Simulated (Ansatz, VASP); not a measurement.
## Zr2B3 in VASP and in Ansatz

```
CELL_PARAMETERS angstrom
3.69601 -0.01158 0.01858
-1.62269 4.63277 -0.01937
-1.07936 -0.53562 7.19671
ATOMIC_POSITIONS crystal
Zr 0.78529 0.68396 0.64928
Zr 0.90856 0.72843 0.11734
Zr 0.21471 0.31604 0.35072
Zr 0.09144 0.27157 0.88266
B 0.71721 0.15602 0.53115
B 0.58789 0.12035 0.10423
B 0.28279 0.84398 0.46885
B 0.41211 0.87965 0.89577
B 0.43107 0.04787 0.68660
B 0.56893 0.95213 0.31340
```

Change from the starting cell: the structure that the rattled cell fell into.

Alike in both runs: functional PBE; k mesh 6 × 4 × 4; occupations gaussian, width 0.1 eV; no spin polarisation.

Ansatz relaxed the structure, and its values are those at the end. VASP's run is a single point on that final structure, the one shown.

```csv
,VASP,Ansatz
version,VASP 6.6.1,Ansatz 0.2.0
potentials or method,"VASP PAW PBE potentials, release 64 (Zr_sv, B), cutoff 520 eV","scalar-relativistic, plane waves, PAW"
valence electrons in the cell,66,66
```

VASP gave:

| Property | Result |
| --- | --- |
| gap on the k mesh at the Fermi level (eV) | none |
| pressure (GPa) | 0.1 |
| rms of the force components (eV/Å) | 0.020 |

Question: Which values does Ansatz return?

Answer: gap on the k mesh at the Fermi level (eV): none; pressure (GPa): 0.0; rms of the force components (eV/Å): 0.019.

A gap of «none» marks a metal or a gap that the smearing closes. With one functional, cell and mesh, what is left measures potentials, basis and numerics.
